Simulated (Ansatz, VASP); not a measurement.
## Ta4C3 in VASP and in Ansatz

```
Ta C
1.0
     4.42479    0.00000    0.00000
     0.00000    4.42479    0.00000
     0.00000    0.00000    4.42479
Ta C
4 3
Direct
  0.99661 0.50000 0.50000
  0.50094 0.00000 0.50000
  0.50094 0.50000 0.00000
  0.00135 0.00000 0.00000
  0.50046 0.00000 0.00000
  0.00088 0.50000 0.00000
  0.00088 0.00000 0.50000
```

Change from the starting cell: mode 4 (104.0 1/cm) frozen in, largest displacement +0.015 Å.

Alike in both runs: task single point; functional r2SCAN; k mesh 10 × 10 × 10; occupations gaussian, width 0.15 eV; no spin polarisation.

```csv
,VASP,Ansatz
version,VASP 6.6.1,Ansatz 0.2.0
potentials or method,"VASP PAW PBE potentials, release 64 (Ta_pv, C), cutoff 520 eV","scalar-relativistic, plane waves, PAW"
valence electrons in the cell,56,64
```

|  | VASP | Ansatz | Ansatz less VASP |
| --- | --- | --- | --- |
| gap on the k mesh at the Fermi level (eV) | none | none | - |
| pressure (GPa) | 1.1 | 0.0 | -1.07 |
| rms of the force components (eV/Å) | 0.027 | 0.027 | +0.0002 |

VASP's potentials were made for PBE, not for r2SCAN. Atom by atom the forces differ by 0.000 eV/Å (rms over components). A gap of «none» marks a metal or a gap that the smearing closes. VASP's potentials hold 56 valence electrons a cell and Ansatz's 64, so a difference there can come from the potentials and not from the codes.

Neither program's run includes spin-orbit coupling.
